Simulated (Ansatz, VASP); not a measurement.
# Two plane-wave programs on Sn

```
Sn
1.0
     0.00000    3.34297    3.19692
     3.34297    0.00000    3.19692
     3.34297    3.34297    0.00000
Sn
2
Direct
  0.50000 0.50000 0.50000
  0.75000 0.75000 0.75000
```

Change from the starting cell: strain +0.030 along x and y, -0.015 along z, atoms carried along.

Alike in both runs: task single point; functional PBE; k mesh 12 × 12 × 12; occupations gaussian, width 0.15 eV; no spin polarisation.

|  | VASP | Ansatz |
| --- | --- | --- |
| version | VASP 6.6.1 | Ansatz 0.2.0 |
| potentials or method | VASP PAW PBE potentials, release 64 (Sn_d), cutoff 520 eV | scalar-relativistic, plane waves, PAW |
| valence electrons in the cell | 28 | 28 |

Ansatz gave:

* gap on the k mesh at the Fermi level (eV): none
* pressure (GPa): 1.2
* traceless stress, the component that is largest in VASP (GPa): 0.79

Q: What did VASP give for the same quantities?

A: gap on the k mesh at the Fermi level (eV): none; pressure (GPa): 1.1; traceless stress, the component that is largest in VASP (GPa): 0.79.

A gap of «none» marks a metal or a gap that the smearing closes. The functional is the same, so the differences come from potentials, cutoffs and numerics.
